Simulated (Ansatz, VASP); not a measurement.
Pd: VASP beside Ansatz

The input INCAR:

```
ALGO     = Normal         # electronic algorithm
EDIFF    = 1E-6           # SCF threshold, eV
ENCUT    = 500            # plane-wave cutoff, eV
GGA      = CA             # functional
GGA_COMPAT= F            
ISIF     = 2              # what is computed and relaxed
ISMEAR   = 0              # smearing method
LASPH    = T              # aspherical terms in the spheres
LCHARG   = F              # write CHGCAR
LREAL    = F              # projectors in reciprocal space
LWAVE    = F              # write WAVECAR
NBANDS   = 11             # bands
NELM     = 120            # most SCF steps
PREC     = Accurate       # precision mode
SIGMA    = 0.05           # smearing width, eV
```

Contents of KPOINTS:

```
k-points
0
Gamma
  18 18 18
```

POSCAR

```
Pd
1.0
    0.0000000000      1.9089972365      1.9089972365
    1.9089972365      0.0000000000      1.9089972365
    1.9089972365      1.9089972365      0.0000000000
Pd
1
Direct
    0.0000000000      0.0000000000      0.0000000000
```

Input for Ansatz:

```yaml
crystal:
  lattice:
    - [0.0, 1.9089972365, 1.9089972365]
    - [1.9089972365, 0.0, 1.9089972365]
    - [1.9089972365, 1.9089972365, 0.0]
  atoms:
    - { symbol: Pd, position: [0.0, 0.0, 0.0] }
basis:
  ecutwfc: 420
  ecutrho_ratio: 4
kpoints:
  mp_grid: { grid: [18, 18, 18] }
hamiltonian:
  xc: lda
scf:
  occupations: { method: gaussian, width: 0.05 }
output:
  forces: true
  stress: true
  eigenvalues: true
```

Alike in both runs: task single point; functional LDA; k mesh 18 × 18 × 18; occupations gaussian, width 0.05 eV; no spin polarisation.

|  | VASP | Ansatz |
| --- | --- | --- |
| version | VASP 6.6.1 | Ansatz 0.2.0 |
| potentials or method | VASP PAW LDA potentials, release 64 (Pd), cutoff 500 eV | scalar-relativistic, plane waves, PAW |
| valence electrons in the cell | 10 | 18 |

Ansatz gave:

| Quantity | Value |
| --- | --- |
| pressure (GPa) | 3.8 |

Q: Which values does VASP return?

A: Pressure (GPa): 4.2.

LDA's correlation is that of Perdew and Zunger in VASP and of Perdew and Wang (1992) in Ansatz. VASP's potentials hold 10 valence electrons a cell and Ansatz's 18, so a difference there can come from the potentials and not from the codes.
